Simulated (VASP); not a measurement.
# S3O (P6_3/mmc) in VASP: a series of runs, part 2 of 2

VASP 6.6.1.

## 4. Relaxation of cell and atoms, PBE+D3(BJ)

This run uses another cell than the first one, of 13.80 Å³/atom.

Contents of INCAR:

```
PREC     = Accurate       # precision mode
ENCUT    = 600            # plane-wave cutoff, eV
EDIFF    = 1E-6           # SCF threshold, eV
ISMEAR   = 0              # smearing method
SIGMA    = 0.1            # smearing width, eV
LREAL    = F              # projectors in reciprocal space
LASPH    = T              # aspherical terms in the spheres
NELM     = 100            # most SCF steps
ALGO     = Normal         # electronic algorithm
ISIF     = 3              # what is computed and relaxed
LWAVE    = F              # write WAVECAR
LCHARG   = F              # write CHGCAR
GGA      = PE             # functional
IVDW     = 12             # dispersion correction
IBRION   = 2              # ionic algorithm
NSW      = 100            # ionic steps
EDIFFG   = -0.01          # ionic threshold
```

Contents of KPOINTS:

```
regular mesh
0
Gamma
  6 6 12
```

Contents of POSCAR:

```
S3O
1.0
    6.2680562983      0.0000000000      0.0000000000
   -3.1340281491      5.4282959867      0.0000000000
    0.0000000000      0.0000000000      3.2447982790
S O
6 2
Direct
    0.1692710909      0.3385421817      0.2500000000
    0.6614578183      0.8307289091      0.2500000000
    0.1692710909      0.8307289091      0.2500000000
    0.8307289091      0.6614578183      0.7500000000
    0.3385421817      0.1692710909      0.7500000000
    0.8307289091      0.1692710909      0.7500000000
    0.3333333333      0.6666666667      0.7500000000
    0.6666666667      0.3333333333      0.2500000000
```

Potentials or basis: VASP PAW PBE potentials, release 64 (S, O).

Command:

```console
$ cat potpaw_PBE.64/S/POTCAR potpaw_PBE.64/O/POTCAR > POTCAR
$ mpirun -np 1 vasp_std > vasp.out
```

OUTCAR:

```text
PREC = Accurate
   ENCUT = 600
   EDIFF = 1E-6
   ISMEAR = 0
   LREAL = F
   LASPH = T
   NELM = 100
   ISIF = 3
   GGA = PE
   IVDW = 12
   IBRION = 2
   NSW = 100
   EDIFFG = -0.01
 IVDW          = 12

 ion  position               nearest neighbor table
   1  0.169  0.339  0.250-   5 2.45   5 2.45   6 2.45   6 2.45
   2  0.661  0.831  0.250-   4 2.45   4 2.45   6 2.45   6 2.45
   3  0.169  0.831  0.250-   5 2.45   5 2.45   4 2.45   4 2.45
   4  0.831  0.661  0.750-   2 2.45   2 2.45   3 2.45   3 2.45
   5  0.339  0.169  0.750-   1 2.45   1 2.45   3 2.45   3 2.45
   6  0.831  0.169  0.750-   2 2.45   2 2.45   1 2.45   1 2.45
   7  0.333  0.667  0.750-
   8  0.667  0.333  0.250-

  LATTYP: Found a hexagonal cell.
 ALAT       =     6.2680562983
 C/A-ratio  =     0.5176721658

  Lattice vectors:

 A1 = (   6.2680562983,   0.0000000000,   0.0000000000)
 A2 = (  -3.1340281491,   5.4282959867,   0.0000000000)
 A3 = (   0.0000000000,   0.0000000000,   3.2447982790)

Analysis of symmetry for initial positions (statically):
=====================================================================
 Subroutine PRICEL returns:
 Original cell was already a primitive cell.

 Routine SETGRP: Setting up the symmetry group for a
 hexagonal supercell.

 Subroutine GETGRP returns: Found 24 space group operations
 (whereof 12 operations were pure point group operations)
 out of a pool of 24 trial point group operations.

The static configuration has the point symmetry D_3d.
 The point group associated with its full space group is D_6h.

Analysis of symmetry for dynamics (positions and initial velocities):
=====================================================================
 Subroutine PRICEL returns:
 Original cell was already a primitive cell.

 Routine SETGRP: Setting up the symmetry group for a
 hexagonal supercell.

 Subroutine GETGRP returns: Found 24 space group operations
 (whereof 12 operations were pure point group operations)
 out of a pool of 24 trial point group operations.

The dynamic configuration has the point symmetry D_3d.
 The point group associated with its full space group is D_6h.

[... 111 lines left out ...]
   LREAL  =      F    real-space projection
   EDIFFG = -.1E-01   stopping-criterion for IOM
   NSW    =    100    number of steps for IOM
   IBRION =      2    ionic relax: 0-MD 1-quasi-New 2-CG
   NFREE  =      1    steps in history (QN), initial steepest desc. (CG)
   ISIF   =      3    stress and relaxation
   ISYM   =      2    0-nonsym 1-usesym 2-fastsym
   POTIM  = 0.5000    time-step for ionic-motion
   TEBEG  =    0.0;   TEEND  =   0.0 temperature during run
   PSTRESS=    0.0 pullay stress
   NELECT =      48.0000    total number of electrons
   NUPDOWN=      -1.0000    fix difference up-down
   EMIN   =  10.00;   EMAX   =-10.00  energy-range for DOS
   EFERMI =   0.00;   METHOD = LEGACY
   ISMEAR =     0;   SIGMA  =   0.10  broadening in eV -4-tet -1-fermi 0-gaus
   EFERMI_NEDOS =   21; number of points for ismear=-14 and -15
   IALGO  =     38    algorithm
   IMIX   =      4    mixing-type and parameters
     AMIX     =   0.40;   BMIX     =  1.00
     AMIX_MAG =   1.60;   BMIX_MAG =  1.00
  volume/ion in A,a.u.               =      13.80        93.13
  Fermi-wavevector in a.u.,A,eV,Ry     =   1.240206  2.343650 20.927274  1.538111
  Thomas-Fermi vector in A             =   2.374657
   LORBIT       =      0    0 simple, 1 ext, 2 COOP (PROOUT), +10 PAW based schemes
   GGA     = PE    functional components
   LHFCALC =     F    Hartree Fock is set to
   AEXX    =    0.0000 exact exchange contribution
   IVDW    =    12    specifies the selected vdW correction
   LEPSILON=     F    determine dielectric tensor
   LRPA    =     F    only Hartree local field effects (RPA)
 conjugate gradient relaxation of ions
 non-spin polarized calculation
 Gauss-broadening in eV      SIGMA  =   0.10
  energy-cutoff  :      600.00
  volume of cell :      110.40
 maximum number of plane-waves:      3738
   NGX = 25   NGY = 25   NGZ = 13

--------------------------------------- Ionic step        1  -------------------------------------------

 number of electron      48.0000003 magnetization

 Free energy of the ion-electron system (eV)
  ---------------------------------------------------
  ext. energy  EPLUGINS =         0.00000000
  ---------------------------------------------------
  free energy    TOTEN  =       -27.43524168 eV

  energy without entropy =      -27.41281551  energy(sigma->0) =      -27.42402860

------------------------ aborting loop because EDIFF is reached ----------------------------------------

 Edisp (eV)   -2.48513

 E8    (eV) :    -0.8612
[... 175 lines left out ...]
--------------------------------------- Ionic step        5  -------------------------------------------

 number of electron      47.9999998 magnetization

 Free energy of the ion-electron system (eV)
  ---------------------------------------------------
  ext. energy  EPLUGINS =         0.00000000
  ---------------------------------------------------
  free energy    TOTEN  =       -27.43065411 eV

  energy without entropy =      -27.40869002  energy(sigma->0) =      -27.41967206

 E-fermi :   7.1898     XC(G=0): -11.1491

 val. band max:        7.1851051339   @ k =   0.3333   0.3333   0.2500
 cond. band min:       7.1941666905   @ k =   0.0000   0.0000   0.0000
 fundamental gap:      0.0090615566
 Fermi energy:         7.1897869625

 k-point     1 :       0.0000    0.0000    0.0000
  band No.  band energies     occupation
      1     -11.6742      2.00000
      2     -10.5691      2.00000
      3      -8.6790      2.00000
      4      -8.1355      2.00000
      5      -8.1355      2.00000
      6      -5.3678      2.00000
[... 757 lines left out ...]
     28       8.8641      0.00000
     29       9.0228      0.00000

 [... further k-points ...]

------------------------ aborting loop because EDIFF is reached ----------------------------------------

 Edisp (eV)   -2.49572

 E8    (eV) :    -0.8648
[... 31 lines left out ...]
  FREE ENERGIE OF THE ION-ELECTRON SYSTEM (eV)
  ---------------------------------------------------
  free  energy   TOTEN  =       -29.9263697315 eV

  energy  without entropy=      -29.9044056449  energy(sigma->0) =      -29.91538769

 reached required accuracy - stopping structural energy minimisation
```

CONTCAR:

```text
S3O
   1.00000000000000
     6.2804144157717978    0.0000000000001131    0.0000000000000000
    -3.1402072078357022    5.4389984303735970    0.0000000000000000
    -0.0000000000000000    0.0000000000000000    3.2179703096661201
  S               O
     6     2
Direct
     0.1684550470121172    0.3369100939242398    0.2500000000000000
     0.6630899060757602    0.8315449529878829    0.2500000000000000
     0.1684550470121172    0.8315449529878829    0.2500000000000000
     0.8315449529878829    0.6630899060757602    0.7500000000000000
     0.3369100939242398    0.1684550470121172    0.7500000000000000
     0.8315449529878829    0.1684550470121172    0.7500000000000000
     0.3333333332999970    0.6666666667000030    0.7500000000000000
     0.6666666667000030    0.3333333332999970    0.2500000000000000

  0.00000000E+00  0.00000000E+00  0.00000000E+00
  0.00000000E+00  0.00000000E+00  0.00000000E+00
  0.00000000E+00  0.00000000E+00  0.00000000E+00
  0.00000000E+00  0.00000000E+00  0.00000000E+00
  0.00000000E+00  0.00000000E+00  0.00000000E+00
  0.00000000E+00  0.00000000E+00  0.00000000E+00
  0.00000000E+00  0.00000000E+00  0.00000000E+00
  0.00000000E+00  0.00000000E+00  0.00000000E+00
```

Wall time 19 min (1 thread of Intel Xeon 8259CL, shared host); peak memory 0.36 GiB.

What came out:

```yaml
Free_energy: -29.9264 eV
Relaxed_volume: 13.74 Å³/atom
Relaxed_cell: a = 6.280 Å, b = 6.280 Å, c = 3.218 Å, α = 90.00°, β = 90.00°, γ = 120.00°
Space_group_after_relaxing_to_0.1_Å: P6_3/mmc (No. 194)
Energy_gained_by_relaxing: 0.7 meV/atom
Ionic_steps: 5
Pressure_after_relaxing: 0.0 GPa
Largest_force_after_relaxing: 0.007 eV/Å
Band_gap_on_the_k_mesh: zero (bands 24 and 25 overlap by 1.44 eV)
Dispersion_energy_per_atom: -0.312 eV
```

Forces in eV/Å, atoms in the order of the input:
```
S    0.000  0.007  0.000
S   -0.006 -0.004  0.000
S    0.006 -0.004  0.000
S    0.000 -0.007  0.000
S    0.006  0.004  0.000
S   -0.006  0.004  0.000
O    0.000  0.000  0.000
O    0.000  0.000  0.000
```

Step by step:
```csv
step,energy change (eV),largest force (eV/Å),pressure (GPa),volume (Å³)
1,0.0000,0.0624,-0.83,110.40
2,-0.0040,0.0488,0.58,109.26
3,-0.0043,0.0515,0.29,109.50
4,-0.0055,0.0252,0.16,109.69
5,-0.0060,0.0071,0.01,109.92
```

Final structure:
```
S O
1.0
     6.28041    0.00000    0.00000
    -3.14021    5.43900    0.00000
     0.00000    0.00000    3.21797
S O
6 2
Direct
  0.16845 0.33691 0.25000
  0.66309 0.83154 0.25000
  0.16846 0.83154 0.25000
  0.83154 0.66309 0.75000
  0.33691 0.16846 0.75000
  0.83154 0.16846 0.75000
  0.33333 0.66667 0.75000
  0.66667 0.33333 0.25000
```

Levels at points of the mesh, in eV from the Fermi level:
```tsv
k point	band 22	band 23	band 24	band 25	band 26	band 27
(0.00, 0.00, 0.00)	-0.70	-0.46	-0.46	0.00	0.00	1.14
(0.50, 0.00, 0.00)	-0.96	-0.09	-0.07	0.25	0.55	1.23
(0.00, 0.00, 0.50)	-0.75	-0.50	-0.50	-0.50	-0.50	0.05
(0.50, 0.00, 0.50)	-1.87	-0.90	-0.90	0.76	0.76	1.44
```

## 5. Summary

| task | spin | cell | k mesh | cutoff (eV) | gap on the mesh (eV) | pressure (GPa) | relaxed volume (Å³/atom) | largest force (eV/Å) |
| --- | --- | --- | --- | --- | --- | --- | --- | --- |
| relaxation of cell and atoms | off | relaxed from a = 6.196, b = 6.196, c = 3.279 Å, angles 90.0, 90.0, 120.0°, 8 atoms, atomic positions A | 3 × 3 × 6 | 600 | none | -0.1 | 13.76 | 0.01 |
| single point | collinear, ferromagnetic start | a = 6.196, b = 6.196, c = 3.279 Å, angles 90.0, 90.0, 120.0°, 8 atoms, atomic positions A | 6 × 6 × 4 | 520 | none | -0.3 | - | 0.02 |
| relaxation of cell and atoms | off | relaxed from a = 6.268, b = 6.268, c = 3.245 Å, angles 90.0, 90.0, 120.0°, 8 atoms, atomic positions B | 6 × 6 × 12 | 600 | none | 0.0 | 13.74 | 0.01 |

Alike in all rows: level PBE+D3(BJ); potentials or basis VASP PAW PBE potentials, release 64 (S, O); smearing gaussian 0.1 eV.

Caveats: some runs use coarse meshes.

Absolute energies hang on the potentials; compare differences alone.

The gap in the log of VASP goes by the Fermi energy; the results here count the filled bands.